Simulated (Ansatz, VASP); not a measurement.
**Ba3Sn in VASP and in Ansatz**

File INCAR:

```
PREC = Accurate
ENCUT = 520
EDIFF = 1E-7
ISMEAR = -1
SIGMA = 0.05
LREAL = False
LASPH = True
NELM = 100
ALGO = Normal
ISIF = 2
LWAVE = False
LCHARG = False
GGA = CA
NBANDS = 30
```

The input KPOINTS:

```
Automatic mesh
0
Gamma
  6 6 6
```

Contents of POSCAR:

```
Ba3Sn
1.0
    5.3370903230      0.0000000000      0.0000000000
    0.0000000000      5.3370903230      0.0000000000
    0.0000000000      0.0000000000      5.3370903230
Sn Ba
1 3
Direct
    0.0000000000      0.0000000000      0.0000000000
    0.0000000000      0.5000000000      0.5000000000
    0.5000000000      0.0000000000      0.5000000000
    0.5000000000      0.5000000000      0.0000000000
```

Input for Ansatz:

```yaml
crystal:
  lattice:
    - [5.337090323, 0.0, 0.0]
    - [0.0, 5.337090323, 0.0]
    - [0.0, 0.0, 5.337090323]
  atoms:
    - { symbol: Sn, position: [0.0, 0.0, 0.0] }
    - { symbol: Ba, position: [0.0, 0.5, 0.5] }
    - { symbol: Ba, position: [0.5, 0.0, 0.5] }
    - { symbol: Ba, position: [0.5, 0.5, 0.0] }
kpoints:
  mp_grid: { grid: [6, 6, 6] }
scf:
  occupations: { method: fermi_dirac, width: 0.05 }
hamiltonian:
  xc: lda
  pseudopotentials: { kind: paw }
output:
  forces: true
  stress: true
  eigenvalues: true
  populations: true
  bader: true
  dos: { projected: true, de: 0.2, e_range: [-14, 8] }
  write_density: true
  write_potential: true
  elf: true
  volumetric_format: npy
```

Alike in both runs: task single point; functional LDA; k mesh 6 × 6 × 6; occupations fermi-dirac, width 0.05 eV; no spin polarisation.

```csv
,VASP,Ansatz
version,VASP 6.6.1,Ansatz 0.2.0
potentials or method,"VASP PAW LDA potentials, release 64 (Sn_d, Ba_sv)","PAW with Ansatz's default frozen-core files, scalar-relativistic"
plane-wave cutoff (eV),520,420
valence electrons in the cell,44,44
```

VASP gave:

* pressure (GPa): 0.5

Task: Which values does Ansatz return?

Result: Pressure (GPa): 0.0.

LDA's correlation is that of Perdew and Zunger in VASP and of Perdew and Wang (1992) in Ansatz.

Spin-orbit coupling is off throughout.
